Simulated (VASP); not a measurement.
Write the native input for VASP 6.6.1 that does the following.

```
Task                   : single point
Functional             : rpbe exchange, lyp correlation
Potentials or basis    : VASP PAW PBE potentials, release 64 (C)
Cutoff                 : 600 eV
k mesh                 : 12 × 12 × 12
Occupations            : methfessel-paxton, width 0.1 eV
Spin                   : collinear spin
Starting moments       : [0.75, -0.25, 0.75, -0.25] μB
Fixed moment           : 1 μB
Dipole correction      : no
Further INCAR settings : ALGO = Normal; EDIFF = 1e-06; NBANDS = 20
```

The structure of C lies in POSCAR:

```
C
1.0
    1.2165213504      0.7023589292      8.1706741485
   -1.2165213504      0.7023589292      8.1706741485
    0.0000000000     -1.4047178582      8.1706741485
C
4
Direct
    0.0871730800      0.0871730800      0.0871730800
    0.7538500600      0.7538500600      0.7538500600
    0.2461499400      0.2461499400      0.2461499400
    0.9128269200      0.9128269200      0.9128269200
```

The input as run:

INCAR

```
SYSTEM = C
  ALGO = Normal
  EDIFF = 1E-6
  ENCUT = 600
  GGA = LIBXC
  GGA_COMPAT = .False.
  ISIF = 2
  ISMEAR = 1
  ISPIN = 2
  LASPH = .True.
  LCHARG = .True.
  LELF = .True.
  LIBXC1 = GGA_X_RPBE
  LIBXC2 = GGA_C_LYP
  LORBIT = 11
  LREAL = .False.
  LVHAR = .True.
  LWAVE = .False.
  MAGMOM = 0.75 -0.25 0.75 -0.25
  NBANDS = 20
  NELM = 200
  NUPDOWN = 1.0
  PREC = Accurate
  SIGMA = 0.1
```

KPOINTS

```
k-points
0
Gamma
  12 12 12
  0 0 0
```

Potentials or basis: VASP PAW PBE potentials, release 64 (C).

Command:

```console
$ cat potpaw_PBE.64/C/POTCAR > POTCAR
$ mpirun -np 1 vasp_std > vasp.out
```

Results of the run:

```
Pressure                                              : 19.5 GPa
Largest force                                         : 0.010 eV/Å
Net moment                                            : 1.00 μB per cell
Site moments                                          : C +0.13 μB
Valence electrons inside the program's atomic spheres : C 2.71
```

Caveat: the stress differs along the axes, from 0 to 29 GPa; the PAW data sets were made with another functional, which shifts forces and pressure a little; the total moment is fixed, so each spin has its own Fermi level and the state may be an excited one.

Run time: 34 min on 1 thread of Intel(R) Xeon(R) 6975P-C (Granite Rapids), with other jobs on the host, peak memory 1 GiB.
